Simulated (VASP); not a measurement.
Here is a VASP 6.6.1 calculation.

INCAR

```
PREC     = Accurate       # precision mode
ENCUT    = 520            # plane-wave cutoff, eV
EDIFF    = 1E-6           # SCF threshold, eV
ISMEAR   = 0              # smearing method
SIGMA    = 0.1            # smearing width, eV
LREAL    = False          # projectors in reciprocal space
LASPH    = True           # aspherical terms in the spheres
NELM     = 100            # most SCF steps
ALGO     = Normal         # electronic algorithm
ISIF     = 2              # what is computed and relaxed
LWAVE    = False          # write WAVECAR
LCHARG   = True           # write CHGCAR
GGA      = PS             # functional
LELF     = True           # ELF
LVHAR    = True         
NBANDS   = 11             # bands
```

KPOINTS

```
regular mesh
0
Gamma
  8 8 8
```

Contents of POSCAR:

```
SiC
1.0
    0.0000000000      2.1192710500      2.1192710500
    2.1192710500      0.0000000000      2.1192710500
    2.1192710500      2.1192710500      0.0000000000
Si C
1 1
Direct
    0.0000000000      0.0000000000      0.0000000000
    0.5000000000      0.5000000000      0.5000000000
```

Potentials or basis: VASP PAW PBE potentials, release 64 (Si, C).

The run is started by

```bash
$ cat potpaw_PBE.64/Si/POTCAR potpaw_PBE.64/C/POTCAR > POTCAR
$ mpirun -np 1 vasp_std > vasp.out
```

Problem. Estimate the pressure.

Solution. -25.6 GPa.

Problem. Predict the band gap on the k mesh.

Solution. Zero (band 4 reaches 10.46 eV, above the bottom of band 5 at 8.58 eV).

Caveat: the PAW data sets were made with another functional, which shifts forces and pressure a little.
